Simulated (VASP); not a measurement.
Input of a VASP 6.6.1 run:

Contents of INCAR:

```
PREC = Accurate
ENCUT = 520
EDIFF = 1E-8
ISMEAR = -1
SIGMA = 0.05
LREAL = False
LASPH = True
NELM = 100
ALGO = Normal
ISIF = 2
LWAVE = False
LCHARG = False
GGA = PS
LEFG = True
NBANDS = 8
```

The input KPOINTS:

```
regular mesh
0
Gamma
  14 14 14
```

File POSCAR:

```
Al
1.0
    0.0000000000      2.0636759603      2.0636759603
    2.0636759603      0.0000000000      2.0636759603
    2.0636759603      2.0636759603      0.0000000000
Al
1
Direct
    0.0000000000      0.0000000000      0.0000000000
```

Potentials or basis: VASP PAW PBE potentials, release 64 (Al).

Launch:

```console
$ cat potpaw_PBE.64/Al/POTCAR > POTCAR
$ mpirun -np 1 vasp_std > vasp.out
```

Question: Predict the pressure.

Answer: -5.7 GPa.

Caveat: without QUAD_EFG the Cq values of the log hold for a quadrupole moment of 1 mb, not for the nuclei; the PAW data sets were made with another functional, which shifts forces and pressure a little.
